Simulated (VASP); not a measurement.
Wanted: the native input for a VASP 6.6.1 run.

* Task: single point
* Functional: LDA
* Potentials or basis: VASP PAW LDA potentials, release 64 (Ti_sv, O)
* Cutoff: 520 eV
* k mesh: 7 × 7 × 4
* Occupations: methfessel-paxton, width 0.1 eV
* Spin: no spin polarisation
* Dipole correction: no
* Further INCAR settings: ALGO = Normal; EDIFF = 1e-07; NBANDS = 22

The structure of Ti2O lies in POSCAR:

```
Ti2O
1.0
    2.9194000000      0.0000000000      0.0000000000
   -1.4597000000      2.5282750000      0.0000000000
    0.0000000000      0.0000000000      4.7130000000
Ti O
2 1
Direct
    0.6627413233      0.3326985423      0.2634232242
    0.3256012690      0.6715686603      0.7394102003
   -0.0059331298      0.0020552377      0.0010627866
```

These files were run (other wordings do the same):

INCAR

```
SYSTEM = Ti2O
  PREC = Accurate
  ENCUT = 520
  EDIFF = 1E-7
  ISMEAR = 1
  SIGMA = 0.1
  LREAL = .False.
  LASPH = .True.
  NELM = 80
  ALGO = Normal
  ISIF = 2
  LWAVE = .False.
  LCHARG = .False.
  NBANDS = 22
```

KPOINTS

```
Automatic mesh
0
Gamma
  7 7 4
  0 0 0
```

Potentials or basis: VASP PAW LDA potentials, release 64 (Ti_sv, O).

Command:

```sh
$ cat potpaw_LDA.64/Ti_sv/POTCAR potpaw_LDA.64/O/POTCAR > POTCAR
$ mpirun -np 1 vasp_std > vasp.out
```

It gave:

```json
{
 "Pressure": "0.1 GPa",
 "Largest force": "0.135 eV/Å",
 "Band gap on the k mesh": "zero (bands 15 and 16 overlap by 0.53 eV)"
}
```

It took 110 s on 1 thread of Intel Xeon 8259CL (shared host), peak memory 0.19 GiB.
